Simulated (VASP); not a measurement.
A run of VASP 6.6.1:

File INCAR:

```
ALGO = Fast
EDIFF = 1E-6
ENCUT = 520
GGA = PS
ISIF = 2
ISMEAR = 0
LASPH = True
LCHARG = False
LREAL = False
LWAVE = False
NBANDS = 11
NELM = 100
PREC = Accurate
SIGMA = 0.15
```

File KPOINTS:

```
k-points
0
Gamma
  16 16 16
```

POSCAR

```
Sr
1.0
   -2.4250000000      2.4250000000      2.4250000000
    2.4250000000     -2.4250000000      2.4250000000
    2.4250000000      2.4250000000     -2.4250000000
Sr
1
Direct
    0.0000000000      0.0000000000      0.0000000000
```

Potentials or basis: VASP PAW PBE potentials, release 64 (Sr_sv).

Run with:

```console
$ cat potpaw_PBE.64/Sr_sv/POTCAR > POTCAR
$ mpirun -np 1 vasp_std > vasp.out
```

Hardware: 1 thread of Intel(R) Xeon(R) Platinum 8488C (Sapphire Rapids), with other jobs on the host.

**Question.** How long does it take, and how much memory?

**Answer.** It took 32 s on 1 thread of Intel(R) Xeon(R) Platinum 8488C (Sapphire Rapids), with other jobs on the host, peak memory 0.23 GiB. Counts: scf iterations 12, k points 145.
